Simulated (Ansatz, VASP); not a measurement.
# WSe2: VASP beside Ansatz

```xyz
6
Lattice="3.3274 0.0000 0.0000 -1.6637 2.8816 0.0000 0.0000 0.0000 12.4145" Properties=species:S:1:pos:R:3 pbc="T T T"
W     0.0000    1.9211    3.1036
W     1.6637    0.9605    9.3109
Se    0.0000    1.9211    7.6297
Se    1.6637    0.9605    1.4225
Se    0.0000    1.9211   10.9920
Se    1.6637    0.9605    4.7848
```

Change from the starting cell: strain +0.0300 x Voigt [1, 1, 0, 0, 0, 0], atoms carried along.

Alike in both runs: task single point; functional PBEsol; dispersion D3(BJ); k mesh 12 × 12 × 4; occupations gaussian, width 0.05 eV; no spin polarisation.

|  | VASP | Ansatz |
| --- | --- | --- |
| version | VASP 6.6.1 | Ansatz 0.2.0 |
| potentials or method | VASP PAW PBE potentials, release 64 (W_sv, Se), cutoff 520 eV | scalar-relativistic, plane waves, PAW |
| valence electrons in the cell | 52 | 92 |

```csv
,VASP,Ansatz,Ansatz less VASP
gap on the k mesh at the Fermi level (eV),0.72,0.72,+0.006
least direct gap on the mesh (eV),1.37,1.38,+0.003
pressure (GPa),-7.4,-7.8,-0.37
"traceless stress, the component that is largest in VASP (GPa)",2.14,2.05,-0.088
rms of the force components (eV/Å),0.261,0.286,+0.0248
```

VASP's potentials were made for PBE, not for PBEsol. Atom by atom the forces differ by 0.025 eV/Å (rms over components). VASP's potentials hold 52 valence electrons a cell and Ansatz's 92, so a difference there can come from the potentials and not from the codes.

Spin-orbit coupling is off throughout.
